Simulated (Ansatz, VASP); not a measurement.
**HfBi3O: VASP beside Ansatz**

```
CELL_PARAMETERS angstrom
6.62134 0.00000 0.00000
-3.31067 5.73425 0.00000
0.00000 0.00000 3.86958
ATOMIC_POSITIONS crystal
Hf 0.00000 0.00000 0.00000
Bi 0.50000 0.00000 0.00000
Bi 0.00000 0.50000 0.00000
Bi 0.50000 0.50000 0.00000
O 0.00000 0.00000 0.50000
```

Alike in both runs: functional PBE; k mesh 3 × 3 × 4; occupations gaussian, width 0.1 eV; no spin polarisation.

Ansatz relaxed the structure, and its values are those at the end. VASP's run is a single point on that final structure, the one shown.

|  | VASP | Ansatz |
| --- | --- | --- |
| version | VASP 6.6.1 | Ansatz 0.2.0 |
| potentials or method | VASP PAW PBE potentials, release 64 (Hf_pv, Bi_d, O), cutoff 520 eV | scalar-relativistic, plane waves, PAW |
| valence electrons in the cell | 61 | 77 |

|  | VASP | Ansatz | Ansatz less VASP |
| --- | --- | --- | --- |
| gap on the k mesh at the Fermi level (eV) | none | none | - |
| pressure (GPa) | -0.5 | -0.2 | +0.35 |

A gap of «none» marks a metal or a gap that the smearing closes. The functional is the same, so the differences come from potentials, cutoffs and numerics. VASP's potentials hold 61 valence electrons a cell and Ansatz's 77, so a difference there can come from the potentials and not from the codes.

The k mesh is coarse, so the values compare programs but aren't converged. Neither program's run includes spin-orbit coupling.
